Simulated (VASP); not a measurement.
# Sr (P6_3/mmc) in VASP: a series of runs

The runs below take Sr through single point, with BLYP.

Program: VASP 6.6.1. These are calculated values, not measurements. Logs are shortened: lines on timing, memory, paths and dates and some standing lists are left out, and cuts for length are marked.

## 1. The cell of the first run

Symmetry: P6_3/mmc, No. 194, hexagonal system. Conventional cell: a = 4.313 Å, b = 4.313 Å, c = 7.046 Å, α = 90.00°, β = 90.00°, γ = 120.00°. Within 5.7 Å of Sr (site symmetry -6m2) lie 12 Sr at 4.31 Å.

This isn't the form of Sr at room conditions, which is fcc.

## 2. Single point, BLYP

Input file INCAR:

```
AGGAC = 1.0
AGGAX = 1.0
ALDAC = 0.0
ALDAX = 1.0
ALGO = Normal
EDIFF = 1E-6
ENCUT = 520
GGA = B5
ISIF = 2
ISMEAR = -1
LASPH = T
LCHARG = F
LREAL = F
LWAVE = F
NBANDS = 17
NELM = 60
PREC = Accurate
SIGMA = 0.1
```

Input file KPOINTS:

```
k-points
0
Gamma
  9 9 5
```

Input file POSCAR:

```
Sr
1.0
    4.3129371495      0.0000000000      0.0000000000
   -2.1564685747      3.7351131364      0.0000000000
    0.0000000000      0.0000000000      7.0458807414
Sr
2
Direct
    0.3333333333      0.6666666667      0.2500000000
    0.6666666667      0.3333333333      0.7500000000
```

Potentials or basis: VASP PAW PBE potentials, release 64 (Sr_sv).

On the command line:

```console
> cat potpaw_PBE.64/Sr_sv/POTCAR > POTCAR
> mpirun -np 1 vasp_std > vasp.out
```

OUTCAR:

```text
EDIFF = 1E-6
   ENCUT = 520
   GGA = B5
   ISIF = 2
   ISMEAR = -1
   LASPH = T
   LREAL = F
   NELM = 60
   PREC = Accurate

 ion  position               nearest neighbor table
   1  0.333  0.667  0.250-   2 4.31   2 4.31   2 4.31   2 4.31   2 4.31   2 4.31
   2  0.667  0.333  0.750-   1 4.31   1 4.31   1 4.31   1 4.31   1 4.31   1 4.31

  LATTYP: Found a hexagonal cell.
 ALAT       =     4.3129371495
 C/A-ratio  =     1.6336618173

  Lattice vectors:

 A1 = (   4.3129371495,   0.0000000000,   0.0000000000)
 A2 = (  -2.1564685747,   3.7351131364,   0.0000000000)
 A3 = (   0.0000000000,   0.0000000000,   7.0458807414)

Analysis of symmetry for initial positions (statically):
=====================================================================
 Subroutine PRICEL returns:
 Original cell was already a primitive cell.

 Routine SETGRP: Setting up the symmetry group for a
 hexagonal supercell.

 Subroutine GETGRP returns: Found 24 space group operations
 (whereof 12 operations were pure point group operations)
 out of a pool of 24 trial point group operations.

The static configuration has the point symmetry D_3d.
 The point group associated with its full space group is D_6h.

Analysis of symmetry for dynamics (positions and initial velocities):
=====================================================================
 Subroutine PRICEL returns:
 Original cell was already a primitive cell.

 Routine SETGRP: Setting up the symmetry group for a
 hexagonal supercell.

 Subroutine GETGRP returns: Found 24 space group operations
 (whereof 12 operations were pure point group operations)
 out of a pool of 24 trial point group operations.

The dynamic configuration has the point symmetry D_3d.
 The point group associated with its full space group is D_6h.

 Subroutine INISYM returns: Found 24 space group operations
 (whereof 12 operations are pure point group operations),
 and found     1 'primitive' translations

----------------------------------------------------------------------------------------

                                     Primitive cell

  volume of cell :     113.5043

  direct lattice vectors                    reciprocal lattice vectors
     4.312937149  0.000000000  0.000000000     0.231860555  0.133864754  0.000000000
    -2.156468575  3.735113136  0.000000000     0.000000000  0.267729507  0.000000000
     0.000000000  0.000000000  7.045880741     0.000000000  0.000000000  0.141926898

  length of vectors
     4.312937149  4.312937149  7.045880741     0.267729507  0.267729507  0.141926898

  position of ions in fractional coordinates (direct lattice)
     0.333333333  0.666666667  0.250000000
     0.666666667  0.333333333  0.750000000

  ion indices of the primitive-cell ions
   primitive index   ion index
                 1           1
                 2           2

----------------------------------------------------------------------------------------

 KPOINTS: k-points

Automatic generation of k-mesh.
 Grid dimensions read from file:
 generate k-points for:    9    9    5

 Generating k-lattice:

  Cartesian coordinates                     Fractional coordinates (reciprocal lattice)
     0.025762284  0.014873862  0.000000000     0.111111111 -0.000000000  0.000000000
     0.000000000  0.029747723  0.000000000     0.000000000  0.111111111  0.000000000
     0.000000000  0.000000000  0.028385380     0.000000000  0.000000000  0.200000000

  Length of vectors
     0.029747723  0.029747723  0.028385380

  Shift w.r.t. Gamma in fractional coordinates (k-lattice)
     0.000000000  0.000000000  0.000000000

 Subroutine IBZKPT returns following result:
 ===========================================

 Found     36 irreducible k-points:

 Following reciprocal coordinates:
            Coordinates               Weight
  0.000000  0.000000  0.000000      1.000000
  0.111111  0.000000  0.000000      6.000000
  0.222222 -0.000000  0.000000      6.000000
  0.333333 -0.000000  0.000000      6.000000
  0.444444 -0.000000  0.000000      6.000000
  0.111111  0.111111  0.000000      6.000000
[... 16 lines left out ...]
  0.333333  0.222222  0.200000     24.000000
  0.333333  0.333333  0.200000      4.000000
 [... further k-points ...]
   k-points           NKPTS =     36   k-points in BZ     NKDIM =     36   number of bands    NBANDS=     17
   number of dos      NEDOS =    301   number of ions     NIONS =      2
   total plane-waves  NPLWV =  55296
   dimension x,y,z NGX =    32 NGY =   32 NGZ =   54
   dimension x,y,z NGXF=    64 NGYF=   64 NGZF=  108
   ions per type =               2
   NGX,Y,Z   is equivalent  to a cutoff of  12.33, 12.33, 12.74 a.u.
   NGXF,Y,Z  is equivalent  to a cutoff of  24.67, 24.67, 25.48 a.u.
 SYSTEM =  unknown system
   PREC   = accura    normal or accurate (medium, high low for compatibility)
   ISTART =      0    job   : 0-new  1-cont  2-samecut
   ICHARG =      2    charge: 1-file 2-atom 10-const
   ISPIN  =      1    spin polarized calculation?
   LNONCOLLINEAR =      F non collinear calculations
   LSORBIT =      F    spin-orbit coupling
   LASPH  =      T    aspherical Exc in radial PAW
   ENCUT  =  520.0 eV  38.22 Ry    6.18 a.u.   8.02  8.02 13.10*2*pi/ulx,y,z
   NELM   =     60;   NELMIN=  2; NELMDL= -5     # of ELM steps
   EDIFF  = 0.1E-05   stopping-criterion for ELM
   LREAL  =      F    real-space projection
   EDIFFG = 0.1E-04   stopping-criterion for IOM
   NSW    =      0    number of steps for IOM
   IBRION =     -1    ionic relax: 0-MD 1-quasi-New 2-CG
   NFREE  =      0    steps in history (QN), initial steepest desc. (CG)
   ISIF   =      2    stress and relaxation
   ISYM   =      2    0-nonsym 1-usesym 2-fastsym
   POTIM  = 0.5000    time-step for ionic-motion
   TEBEG  =    0.0;   TEEND  =   0.0 temperature during run
   PSTRESS=    0.0 pullay stress
   NELECT =      20.0000    total number of electrons
   NUPDOWN=      -1.0000    fix difference up-down
   EMIN   =  10.00;   EMAX   =-10.00  energy-range for DOS
   EFERMI =   0.00;   METHOD = LEGACY
   ISMEAR =    -1;   SIGMA  =   0.10  broadening in eV -4-tet -1-fermi 0-gaus
   EFERMI_NEDOS =   21; number of points for ismear=-14 and -15
   IALGO  =     38    algorithm
   IMIX   =      4    mixing-type and parameters
     AMIX     =   0.40;   BMIX     =  1.00
     AMIX_MAG =   1.60;   BMIX_MAG =  1.00
  volume/ion in A,a.u.               =      56.75       382.98
  Fermi-wavevector in a.u.,A,eV,Ry     =   0.917799  1.734388 11.460928  0.842354
  Thomas-Fermi vector in A             =   2.042808
   LORBIT       =      0    0 simple, 1 ext, 2 COOP (PROOUT), +10 PAW based schemes
   GGA     = B5    functional components
   LHFCALC =     F    Hartree Fock is set to
   AEXX    =    0.0000 exact exchange contribution
   IVDW    =     0    specifies the selected vdW correction
   LEPSILON=     F    determine dielectric tensor
   LRPA    =     F    only Hartree local field effects (RPA)
 non-spin polarized calculation
  energy-cutoff  :      520.00
  volume of cell :      113.50
 maximum number of plane-waves:      3072
   NGX = 17   NGY = 17   NGZ = 27

 number of electron      20.0000000 magnetization

 Free energy of the ion-electron system (eV)
  ---------------------------------------------------
  ext. energy  EPLUGINS =         0.00000000
  ---------------------------------------------------
  free energy    TOTEN  =        -1.90228931 eV

  energy without entropy =       -1.80566701  energy(sigma->0) =       -1.85397816

 E-fermi :   1.9312     XC(G=0):  -6.8051

 val. band max:        1.9274027232   @ k =   0.3333   0.3333   0.2000
 cond. band min:       1.9340368110   @ k =   0.3333  -0.0000   0.0000
 fundamental gap:      0.0066340877
 Fermi energy:         1.9312127746

 k-point     1 :       0.0000    0.0000    0.0000
  band No.  band energies     occupation
      1     -34.8136      2.00000
      2     -34.8016      2.00000
      3     -16.9427      2.00000
      4     -16.7942      2.00000
      5     -16.7942      2.00000
      6     -16.7700      2.00000
[... 9 lines left out ...]
     16       4.4211      0.00000
     17       4.8920      0.00000

 k-point     2 :       0.1111    0.0000    0.0000
  band No.  band energies     occupation
      1     -34.8124      2.00000
      2     -34.8010      2.00000
      3     -16.9359      2.00000
      4     -16.8098      2.00000
      5     -16.7992      2.00000
      6     -16.7861      2.00000
[... 9 lines left out ...]
     16       4.5803      0.00000
     17       4.6156      0.00000

 k-point     3 :       0.2222   -0.0000    0.0000
  band No.  band energies     occupation
      1     -34.8091      2.00000
      2     -34.7995      2.00000
      3     -16.9173      2.00000
      4     -16.8493      2.00000
      5     -16.8259      2.00000
      6     -16.8112      2.00000
[... 9 lines left out ...]
     16       4.6598      0.00000
     17       4.6905      0.00000

 k-point     4 :       0.3333   -0.0000    0.0000
  band No.  band energies     occupation
      1     -34.8050      2.00000
      2     -34.7981      2.00000
      3     -16.8945      2.00000
      4     -16.8922      2.00000
      5     -16.8698      2.00000
      6     -16.8245      2.00000
[... 9 lines left out ...]
     16       5.2009      0.00000
     17       5.3786      0.00000

 k-point     5 :       0.4444   -0.0000    0.0000
  band No.  band energies     occupation
      1     -34.8020      2.00000
      2     -34.7976      2.00000
      3     -16.9241      2.00000
      4     -16.8977      2.00000
      5     -16.8701      2.00000
      6     -16.8329      2.00000
[... 9 lines left out ...]
     16       5.8175      0.00000
     17       6.2926      0.00000

 k-point     6 :       0.1111    0.1111    0.0000
  band No.  band energies     occupation
      1     -34.8101      2.00000
      2     -34.7999      2.00000
      3     -16.9232      2.00000
      4     -16.8335      2.00000
      5     -16.8216      2.00000
      6     -16.8011      2.00000
[... 9 lines left out ...]
     16       4.5045      0.00000
     17       4.5396      0.00000

 k-point     7 :       0.2222    0.1111    0.0000
  band No.  band energies     occupation
      1     -34.8064      2.00000
      2     -34.7985      2.00000
      3     -16.9011      2.00000
      4     -16.8722      2.00000
      5     -16.8576      2.00000
      6     -16.8195      2.00000
[... 9 lines left out ...]
     16       4.8612      0.00000
     17       5.1213      0.00000

 k-point     8 :       0.3333    0.1111    0.0000
  band No.  band energies     occupation
      1     -34.8028      2.00000
      2     -34.7977      2.00000
      3     -16.9088      2.00000
      4     -16.8858      2.00000
      5     -16.8762      2.00000
      6     -16.8363      2.00000
[... 9 lines left out ...]
     16       5.3191      0.00000
     17       5.7055      0.00000
[... 203 lines left out ...]
      1     -34.8057      2.00000
      2     -34.7993      2.00000
      3     -16.9043      2.00000
      4     -16.8675      2.00000
      5     -16.8536      2.00000
      6     -16.8201      2.00000
[... 9 lines left out ...]
     16       4.8581      0.00000
     17       5.2395      0.00000

 k-point    20 :       0.3333    0.1111    0.2000
  band No.  band energies     occupation
      1     -34.8023      2.00000
      2     -34.7982      2.00000
      3     -16.9186      2.00000
      4     -16.8968      2.00000
      5     -16.8569      2.00000
      6     -16.8329      2.00000
[... 9 lines left out ...]
     16       5.2593      0.00000
     17       5.7556      0.00000

 k-point    21 :       0.4444    0.1111    0.2000
  band No.  band energies     occupation
      1     -34.8008      2.00000
      2     -34.7979      2.00000
      3     -16.9303      2.00000
      4     -16.9075      2.00000
      5     -16.8533      2.00000
      6     -16.8337      2.00000
[... 9 lines left out ...]
     16       5.6047      0.00000
     17       5.7961      0.00000

 k-point    22 :       0.2222    0.2222    0.2000
  band No.  band energies     occupation
      1     -34.8026      2.00000
      2     -34.7982      2.00000
      3     -16.9042      2.00000
      4     -16.8943      2.00000
      5     -16.8523      2.00000
      6     -16.8419      2.00000
[... 9 lines left out ...]
     16       5.1500      0.00000
     17       5.6934      0.00000

 k-point    23 :       0.3333    0.2222    0.2000
  band No.  band energies     occupation
      1     -34.8001      2.00000
      2     -34.7979      2.00000
      3     -16.9131      2.00000
      4     -16.8982      2.00000
      5     -16.8660      2.00000
      6     -16.8402      2.00000
[... 9 lines left out ...]
     16       5.3973      0.00000
     17       5.7277      0.00000

 k-point    24 :       0.3333    0.3333    0.2000
  band No.  band energies     occupation
      1     -34.7986      2.00000
      2     -34.7986      2.00000
      3     -16.8951      2.00000
      4     -16.8910      2.00000
      5     -16.8910      2.00000
      6     -16.8538      2.00000
[... 9 lines left out ...]
     16       5.6140      0.00000
     17       5.6176      0.00000

 [... further k-points ...]

------------------------ aborting loop because EDIFF is reached ----------------------------------------

  FORCE on cell =-STRESS in cart. coord.  units (eV):
  Direction    XX          YY          ZZ          XY          YZ          ZX
  --------------------------------------------------------------------------------------
  -------------------------------------------------------------------------------------
  Total        0.0000925      0.0000925      0.0000465      0.0000000      0.0000000      0.0000000
  in kB        0.0013063      0.0013063      0.0006558      0.0000000      0.0000000      0.0000000
  external PRESSURE =       0.0010895 kB  Pullay stress =       0.0000000 kB

 VOLUME and BASIS-vectors are now :
 -----------------------------------------------------------------------------
  energy-cutoff  :      520.00
  volume of cell :      113.50
      direct lattice vectors                 reciprocal lattice vectors
     4.312937149  0.000000000  0.000000000     0.231860555  0.133864754  0.000000000
    -2.156468575  3.735113136  0.000000000     0.000000000  0.267729507  0.000000000
     0.000000000  0.000000000  7.045880741     0.000000000  0.000000000  0.141926898

 POSITION                                       TOTAL-FORCE (eV/Angst)
 -----------------------------------------------------------------------------------
     -0.00000      2.49008      1.76147         0.000000      0.000000      0.000000
      2.15647      1.24504      5.28441        -0.000000      0.000000     -0.000000
 -----------------------------------------------------------------------------------
    total drift:                               -0.000000      0.000000     -0.000000

  FREE ENERGIE OF THE ION-ELECTRON SYSTEM (eV)
  ---------------------------------------------------
  free  energy   TOTEN  =        -1.9022893145 eV

  energy  without entropy=       -1.8056670102  energy(sigma->0) =       -1.85397816
```

Wall time 49 s (1 thread of AMD EPYC 9R45 (Zen 5), shared host); peak memory 0.21 GiB.

What came out:

| Item | Value |
| --- | --- |
| Free energy | -1.9023 eV |
| Pressure | 0.0 GPa |
| Band gap on the k mesh | zero (bands 10 and 11 overlap by 0.17 eV) |

Levels at points of the mesh, in eV from the Fermi level:
```csv
k point,band 7,band 8,band 9,band 10,band 11,band 12,band 13,band 14
"(0.00, 0.00, 0.00)",-18.70,-18.70,-3.56,-1.14,0.15,2.12,2.12,2.12
```

Caveat: the PAW data sets were made with another functional, which shifts forces and pressure a little.

## 3. Single point, BLYP (49.94 Å³/atom)

This run uses another cell than the first one, of 49.94 Å³/atom.

Input file INCAR:

```
SYSTEM = Sr
PREC = Accurate ; ENCUT = 520
EDIFF = 1E-7 ; ISMEAR = -1
SIGMA = 0.1 ; LREAL = .False.
LASPH = .True. ; NELM = 100
ALGO = Normal ; ISIF = 2
LWAVE = .False. ; LCHARG = .True.
GGA = B5 ; ALDAX = 1.0
AGGAX = 1.0 ; AGGAC = 1.0
ALDAC = 0.0 ; LELF = .True.
LVHAR = .True. ; NBANDS = 17
```

Input file KPOINTS:

```
regular mesh
0
Gamma
  10 10 5
  0 0 0
```

Input file POSCAR:

```
Sr
1.0
    4.1330185401      0.0000000000      0.0000000000
   -2.0665092700      3.5792990500      0.0000000000
    0.0000000000      0.0000000000      6.7519545790
Sr
2
Direct
    0.3333333333      0.6666666667      0.2500000000
    0.6666666667      0.3333333333      0.7500000000
```

Potentials or basis: VASP PAW PBE potentials, release 64 (Sr_sv).

On the command line:

```console
> cat potpaw_PBE.64/Sr_sv/POTCAR > POTCAR
> mpirun -np 1 vasp_std > vasp.out
```

Wall time 54 s (1 thread of AMD EPYC 9R45 (Zen 5), shared host); peak memory 0.21 GiB.

It converged, with:

| Property | Result |
| --- | --- |
| Free energy | -1.8390 eV |
| Pressure | 1.7 GPa |
| Band gap on the k mesh | zero (bands 10 and 11 overlap by 0.12 eV) |

Stress tensor (GPa, compression positive):
```
1.61 0.00 0.00
0.00 1.61 0.00
0.00 0.00 1.74
```

Levels at points of the mesh, in eV from the Fermi level:
```tsv
k point	band 6	band 7	band 8	band 9	band 10	band 11	band 12	band 13	band 14	band 15
(0.00, 0.00, 0.00)	-18.43	-18.43	-18.43	-3.73	-1.18	0.33	2.26	2.26	2.27	2.70
(0.50, 0.00, 0.00)	-18.53	-18.49	-18.47	-1.10	-0.47	-0.02	0.24	1.42	2.02	2.14
```

Caveat: the PAW data sets were made with another functional, which shifts forces and pressure a little.
